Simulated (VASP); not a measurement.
# Be3ZnO (P-6m2) in VASP: further runs

Runs on Be3ZnO. Level: PBE. Tasks: single point, relaxation of cell and atoms.

Program: VASP 6.6.1. These are calculated values, not measurements. Logs are shortened: lines on timing, memory, paths and dates and some standing lists are left out, and cuts for length are marked.

## (1) The cell of the first run

Symmetry: P-6m2, No. 187, hexagonal system. Conventional cell: a = 3.275 Å, b = 3.275 Å, c = 5.575 Å, α = 90.00°, β = 90.00°, γ = 120.00°. Be (site symmetry 3m) has 1 Be at 1.95 Å and 3 O at 2.13 Å within 2.6 Å. Be (site symmetry -6m2) has 3 Zn at 1.89 Å within 2.5 Å. Zn (site symmetry -6m2) has 3 Be at 1.89 Å within 2.5 Å. Within 2.8 Å of O (site symmetry -6m2) lie 8 Be at 2.13 to 2.79 Å.

## (2) Single point, PBE

INCAR reads:

```
SYSTEM = Be3ZnO
PREC = Accurate
ENCUT = 520
EDIFF = 1E-6
ISMEAR = 0
SIGMA = 0.1
LREAL = .FALSE.
LASPH = .TRUE.
NELM = 100
ALGO = Normal
ISIF = 2
LWAVE = .FALSE.
LCHARG = .FALSE.
GGA = PE
NBANDS = 20
```

KPOINTS reads:

```
regular mesh
0
G
  6 6 4
  0 0 0
```

POSCAR reads:

```
Be3ZnO
1.0
    3.2752578800      0.0000000000      0.0000000000
   -1.6376289400      2.8364565300      0.0000000000
    0.0000000000      0.0000000000      5.5750652800
Be Zn O
3 1 1
Direct
    0.0000000000      0.0000000000      0.1752381600
    0.0000000000      0.0000000000      0.8247618400
    0.3333333300      0.6666666700      0.5000000000
    0.6666666700      0.3333333300      0.5000000000
    0.3333333300      0.6666666700      0.0000000000
```

Potentials or basis: VASP PAW PBE potentials, release 64 (Be, Zn, O).

The run is started by

```sh
cat potpaw_PBE.64/Be/POTCAR potpaw_PBE.64/Zn/POTCAR potpaw_PBE.64/O/POTCAR > POTCAR
mpirun -np 1 vasp_std > vasp.out
```

OUTCAR:

```text
SYSTEM = Be3ZnO
   PREC = Accurate
   ENCUT = 520
   EDIFF = 1E-6
   ISMEAR = 0
   LREAL = .FALSE.
   LASPH = .TRUE.
   NELM = 100
   ISIF = 2
   GGA = PE

 ion  position               nearest neighbor table
   1  0.000  0.000  0.175-   2 1.95   5 2.13   5 2.13   5 2.13   4 2.62   4 2.62   4 2.62
   2  0.000  0.000  0.825-   1 1.95   5 2.13   5 2.13   5 2.13   4 2.62   4 2.62   4 2.62
   3  0.333  0.667  0.500-   4 1.89   4 1.89   4 1.89
   4  0.667  0.333  0.500-   3 1.89   3 1.89   3 1.89   1 2.62   2 2.62   1 2.62   2 2.62   1 2.62
                             2 2.62
   5  0.333  0.667  0.000-   1 2.13   2 2.13   1 2.13   2 2.13   1 2.13   2 2.13

  LATTYP: Found a hexagonal cell.
 ALAT       =     3.2752578800
 C/A-ratio  =     1.7021759764

  Lattice vectors:

 A1 = (   3.2752578800,   0.0000000000,   0.0000000000)
 A2 = (  -1.6376289400,   2.8364565300,   0.0000000000)
 A3 = (   0.0000000000,   0.0000000000,   5.5750652800)

Analysis of symmetry for initial positions (statically):
=====================================================================
 Subroutine PRICEL returns:
 Original cell was already a primitive cell.

 Routine SETGRP: Setting up the symmetry group for a
 hexagonal supercell.

 Subroutine GETGRP returns: Found 12 space group operations
 (whereof 12 operations were pure point group operations)
 out of a pool of 24 trial point group operations.

The static configuration has the point symmetry D_3h.

Analysis of symmetry for dynamics (positions and initial velocities):
=====================================================================
 Subroutine PRICEL returns:
 Original cell was already a primitive cell.

 Routine SETGRP: Setting up the symmetry group for a
 hexagonal supercell.

 Subroutine GETGRP returns: Found 12 space group operations
 (whereof 12 operations were pure point group operations)
 out of a pool of 24 trial point group operations.

The dynamic configuration has the point symmetry D_3h.

 Subroutine INISYM returns: Found 12 space group operations
 (whereof 12 operations are pure point group operations),
 and found     1 'primitive' translations

----------------------------------------------------------------------------------------

                                     Primitive cell

  volume of cell :      51.7931

  direct lattice vectors                    reciprocal lattice vectors
     3.275257880  0.000000000  0.000000000     0.305319470  0.176276278  0.000000000
    -1.637628940  2.836456530  0.000000000     0.000000000  0.352552556  0.000000000
     0.000000000  0.000000000  5.575065280     0.000000000  0.000000000  0.179370097

  length of vectors
     3.275257880  3.275257882  5.575065280     0.352552556  0.352552556  0.179370097

  position of ions in fractional coordinates (direct lattice)
     0.000000000  0.000000000  0.175238160
     0.000000000  0.000000000  0.824761840
     0.333333330  0.666666670  0.500000000
     0.666666670  0.333333330  0.500000000
     0.333333330  0.666666670  0.000000000

  ion indices of the primitive-cell ions
   primitive index   ion index
                 1           1
                 2           2
                 3           3
                 4           4
                 5           5

----------------------------------------------------------------------------------------

 KPOINTS: regular mesh

Automatic generation of k-mesh.
 Grid dimensions read from file:
 generate k-points for:    6    6    4

 Generating k-lattice:

  Cartesian coordinates                     Fractional coordinates (reciprocal lattice)
     0.050886578  0.029379380  0.000000000     0.166666667  0.000000000  0.000000000
     0.000000000  0.058758759  0.000000000     0.000000000  0.166666667  0.000000000
     0.000000000  0.000000000  0.044842524     0.000000000  0.000000000  0.250000000

  Length of vectors
     0.058758759  0.058758759  0.044842524

  Shift w.r.t. Gamma in fractional coordinates (k-lattice)
     0.000000000  0.000000000  0.000000000

 Subroutine IBZKPT returns following result:
 ===========================================

 Found     21 irreducible k-points:

 Following reciprocal coordinates:
            Coordinates               Weight
  0.000000  0.000000  0.000000      1.000000
  0.166667  0.000000  0.000000      6.000000
  0.333333  0.000000  0.000000      6.000000
  0.500000  0.000000  0.000000      3.000000
  0.166667  0.166667  0.000000      6.000000
  0.333333  0.166667  0.000000     12.000000
[... 13 lines left out ...]
  0.333333  0.166667  0.500000     12.000000
  0.333333  0.333333  0.500000      2.000000
   k-points           NKPTS =     21   k-points in BZ     NKDIM =     21   number of bands    NBANDS=     20
   number of dos      NEDOS =    301   number of ions     NIONS =      5
   total plane-waves  NPLWV =  24192
   dimension x,y,z NGX =    24 NGY =   24 NGZ =   42
   dimension x,y,z NGXF=    48 NGYF=   48 NGZF=   84
   ions per type =               3   1   1
   NGX,Y,Z   is equivalent  to a cutoff of  12.18, 12.18, 12.52 a.u.
   NGXF,Y,Z  is equivalent  to a cutoff of  24.36, 24.36, 25.05 a.u.
 SYSTEM =  Be3ZnO
   PREC   = accura    normal or accurate (medium, high low for compatibility)
   ISTART =      0    job   : 0-new  1-cont  2-samecut
   ICHARG =      2    charge: 1-file 2-atom 10-const
   ISPIN  =      1    spin polarized calculation?
   LNONCOLLINEAR =      F non collinear calculations
   LSORBIT =      F    spin-orbit coupling
   LASPH  =      T    aspherical Exc in radial PAW
   ENCUT  =  520.0 eV  38.22 Ry    6.18 a.u.   6.09  6.09 10.37*2*pi/ulx,y,z
   NELM   =    100;   NELMIN=  2; NELMDL= -5     # of ELM steps
   EDIFF  = 0.1E-05   stopping-criterion for ELM
   LREAL  =      F    real-space projection
   EDIFFG = 0.1E-04   stopping-criterion for IOM
   NSW    =      0    number of steps for IOM
   IBRION =     -1    ionic relax: 0-MD 1-quasi-New 2-CG
   NFREE  =      0    steps in history (QN), initial steepest desc. (CG)
   ISIF   =      2    stress and relaxation
   ISYM   =      2    0-nonsym 1-usesym 2-fastsym
   POTIM  = 0.5000    time-step for ionic-motion
   TEBEG  =    0.0;   TEEND  =   0.0 temperature during run
   PSTRESS=    0.0 pullay stress
   NELECT =      24.0000    total number of electrons
   NUPDOWN=      -1.0000    fix difference up-down
   EMIN   =  10.00;   EMAX   =-10.00  energy-range for DOS
   EFERMI =   0.00;   METHOD = LEGACY
   ISMEAR =     0;   SIGMA  =   0.10  broadening in eV -4-tet -1-fermi 0-gaus
   EFERMI_NEDOS =   21; number of points for ismear=-14 and -15
   IALGO  =     38    algorithm
   IMIX   =      4    mixing-type and parameters
     AMIX     =   0.40;   BMIX     =  1.00
     AMIX_MAG =   1.60;   BMIX_MAG =  1.00
  volume/ion in A,a.u.               =      10.36        69.90
  Fermi-wavevector in a.u.,A,eV,Ry     =   1.266839  2.393978 21.835728  1.604881
  Thomas-Fermi vector in A             =   2.400018
   LORBIT       =      0    0 simple, 1 ext, 2 COOP (PROOUT), +10 PAW based schemes
   GGA     = PE    functional components
   LHFCALC =     F    Hartree Fock is set to
   AEXX    =    0.0000 exact exchange contribution
   IVDW    =     0    specifies the selected vdW correction
   LEPSILON=     F    determine dielectric tensor
   LRPA    =     F    only Hartree local field effects (RPA)
 non-spin polarized calculation
 Gauss-broadening in eV      SIGMA  =   0.10
  energy-cutoff  :      520.00
  volume of cell :       51.79
 maximum number of plane-waves:      1422
   NGX = 13   NGY = 13   NGZ = 21

 number of electron      24.0000020 magnetization

 Free energy of the ion-electron system (eV)
  ---------------------------------------------------
  ext. energy  EPLUGINS =         0.00000000
  ---------------------------------------------------
  free energy    TOTEN  =       -14.73907377 eV

  energy without entropy =      -14.73142252  energy(sigma->0) =      -14.73524815

 E-fermi :   4.5939     XC(G=0): -10.5600

 val. band max:        4.5333779515   @ k =   0.1667   0.0000   0.0000
 cond. band min:       4.6308896062   @ k =   0.1667   0.1667   0.0000
 fundamental gap:      0.0975116547
 Fermi energy:         4.5938904473

 k-point     1 :       0.0000    0.0000    0.0000
  band No.  band energies     occupation
      1     -14.9062      2.00000
      2      -4.9622      2.00000
      3      -4.1638      2.00000
      4      -4.1638      2.00000
      5      -3.4101      2.00000
      6      -3.4101      2.00000
[... 12 lines left out ...]
     19      12.3328      0.00000
     20      13.9604      0.00000

 k-point     2 :       0.1667    0.0000    0.0000
  band No.  band energies     occupation
      1     -14.7916      2.00000
      2      -4.6287      2.00000
      3      -4.1093      2.00000
      4      -4.0554      2.00000
      5      -3.5831      2.00000
      6      -3.4257      2.00000
[... 12 lines left out ...]
     19      11.7056      0.00000
     20      13.5110      0.00000

 k-point     3 :       0.3333    0.0000    0.0000
  band No.  band energies     occupation
      1     -14.5467      2.00000
      2      -4.3103      2.00000
      3      -3.8204      2.00000
      4      -3.7862      2.00000
      5      -3.6331      2.00000
      6      -3.4568      2.00000
[... 12 lines left out ...]
     19      12.3761      0.00000
     20      12.9673      0.00000

 k-point     4 :       0.5000    0.0000    0.0000
  band No.  band energies     occupation
      1     -14.4151      2.00000
      2      -4.2905      2.00000
      3      -3.8573      2.00000
      4      -3.6916      2.00000
      5      -3.5426      2.00000
      6      -3.4723      2.00000
[... 360 lines left out ...]
 k-point    20 :       0.3333    0.1667    0.5000
  band No.  band energies     occupation
      1     -14.4157      2.00000
      2      -4.1405      2.00000
      3      -3.8202      2.00000
      4      -3.7577      2.00000
      5      -3.5496      2.00000
      6      -3.4775      2.00000
[... 12 lines left out ...]
     19      12.0563      0.00000
     20      13.4066      0.00000

 k-point    21 :       0.3333    0.3333    0.5000
  band No.  band energies     occupation
      1     -14.3501      2.00000
      2      -3.9468      2.00000
      3      -3.8677      2.00000
      4      -3.6877      2.00000
      5      -3.6763      2.00000
      6      -3.4797      2.00000
[... 12 lines left out ...]
     19      12.6777      0.00000
     20      14.0637      0.00000

------------------------ aborting loop because EDIFF is reached ----------------------------------------

  FORCE on cell =-STRESS in cart. coord.  units (eV):
  Direction    XX          YY          ZZ          XY          YZ          ZX
  --------------------------------------------------------------------------------------
  -------------------------------------------------------------------------------------
  Total        1.8241855      1.8241855      3.3530589      0.0000000      0.0000000      0.0000000
  in kB       56.4297328     56.4297329    103.7242183      0.0000000      0.0000000      0.0000000
  external PRESSURE =      72.1945613 kB  Pullay stress =       0.0000000 kB

 VOLUME and BASIS-vectors are now :
 -----------------------------------------------------------------------------
  energy-cutoff  :      520.00
  volume of cell :       51.79
      direct lattice vectors                 reciprocal lattice vectors
     3.275257880  0.000000000  0.000000000     0.305319470  0.176276278  0.000000000
    -1.637628940  2.836456530  0.000000000     0.000000000  0.352552556  0.000000000
     0.000000000  0.000000000  5.575065280     0.000000000  0.000000000  0.179370097

 POSITION                                       TOTAL-FORCE (eV/Angst)
 -----------------------------------------------------------------------------------
      0.00000      0.00000      0.97696        -0.000000     -0.000000      2.640705
      0.00000      0.00000      4.59810        -0.000000     -0.000000     -2.640705
     -0.00000      1.89097      2.78753        -0.000000      0.000000      0.000000
      1.63763      0.94549      2.78753        -0.000000      0.000000      0.000000
     -0.00000      1.89097      0.00000         0.000000      0.000000      0.000000
 -----------------------------------------------------------------------------------
    total drift:                                0.000009     -0.000006      0.000000

  FREE ENERGIE OF THE ION-ELECTRON SYSTEM (eV)
  ---------------------------------------------------
  free  energy   TOTEN  =       -14.7390737736 eV

  energy  without entropy=      -14.7314225247  energy(sigma->0) =      -14.73524815
```

Wall time 18 s (1 thread of Intel Xeon Platinum 8259CL at 2.50GHz (Skylake/Cascade Lake), shared host); peak memory 0.17 GiB.

What came out:

- Free energy: -14.7391 eV
- Pressure: 7.2 GPa
- Largest force: 2.641 eV/Å
- Band gap on the k mesh: zero (band 12 reaches 5.14 eV, above the bottom of band 13 at 4.29 eV)

Forces on the atoms (eV/Å):
```
Be   0.000  0.000  2.641
Be   0.000  0.000 -2.641
Be   0.000  0.000  0.000
Zn   0.000  0.000  0.000
O    0.000  0.000  0.000
```

Caveat: the k points lie up to 0.37 Å⁻¹ apart; forces of over 1 eV/Å act on the atoms, so gaps and moduli don't describe the material at rest.

(Continued in part 2 of 2.)
